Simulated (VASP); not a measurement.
The system is BN.

```xyz
2
Lattice="-0.0060 1.7988 1.7988 1.7988 -0.0060 1.7988 1.7988 1.7988 -0.0060" Properties=species:S:1:pos:R:3 pbc="T T T"
B     0.0000    0.0000    0.0000
N     0.8979    0.8979    0.8979
```

This cell differs from its parent crystal: strain along [111] -0.5%.

Base run:

* Program: VASP 6.6.1
* Functional: r2SCAN
* Potentials or basis: VASP PAW PBE potentials, release 64 (B, N)
* Cutoff: 520 eV
* k mesh: 12 × 12 × 12
* Occupations: gaussian, width 0.01 eV
* Spin: no spin polarisation

Its results: band gap on the k mesh 4.97 eV (least direct gap 9.51 eV); pressure 3.1 GPa; largest force 0.009 eV/Å.

Task: The run is repeated on the same cell with these changes: functional from r2SCAN to PBE; k mesh from 12 × 12 × 12 to 6 × 6 × 6. What comes out?

Result: Band gap on the k mesh 4.45 eV (least direct gap 8.80 eV); pressure 7.1 GPa; largest force 0.015 eV/Å.

Several settings changed at once.

Caveats: some runs use coarse meshes; the cell stands under pressure (at least some runs); the PAW data sets were made with another functional, which shifts forces and pressure a little (at least some runs).

A k mesh can miss the band edges.
